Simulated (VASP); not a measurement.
A run of VASP 6.6.1 is set up as follows.

The input INCAR:

```
PREC = Accurate ; ENCUT = 520
EDIFF = 1E-7 ; ISMEAR = 0
SIGMA = 0.15 ; LREAL = F
LASPH = T ; NELM = 100
ALGO = Normal ; ISIF = 2
LWAVE = F ; LCHARG = T
GGA = PE ; LELF = T
LVHAR = T ; NBANDS = 14
```

KPOINTS

```
regular mesh
0
Gamma
  16 16 16
```

POSCAR

```
HfN
1.0
    0.0000000000      2.2738140414      2.2738140414
    2.2738140414      0.0000000000      2.2738140414
    2.2738140414      2.2738140414      0.0000000000
Hf N
1 1
Direct
   -0.0003347749      0.0016738745      0.0003347749
    0.5042659601      0.4786701994      0.4957340399
```

Potentials or basis: VASP PAW PBE potentials, release 64 (Hf_pv, N).

Run with:

```sh
$ cat potpaw_PBE.64/Hf_pv/POTCAR potpaw_PBE.64/N/POTCAR > POTCAR
$ mpirun -np 1 vasp_std > vasp.out
```

Problem. What does it give for the largest force?

Solution. 0.823 eV/Å.

Problem. Predict the pressure.

Solution. -1.6 GPa.

Forces in eV/Å, atoms in the order of the input:
```
Hf  -0.686  0.000 -0.455
N    0.686  0.000  0.455
```

Caveat: the cell differs from its parent crystal (mode 4 frozen in at -0.058 Å and mode 6 at -0.039 Å (largest displacements)).
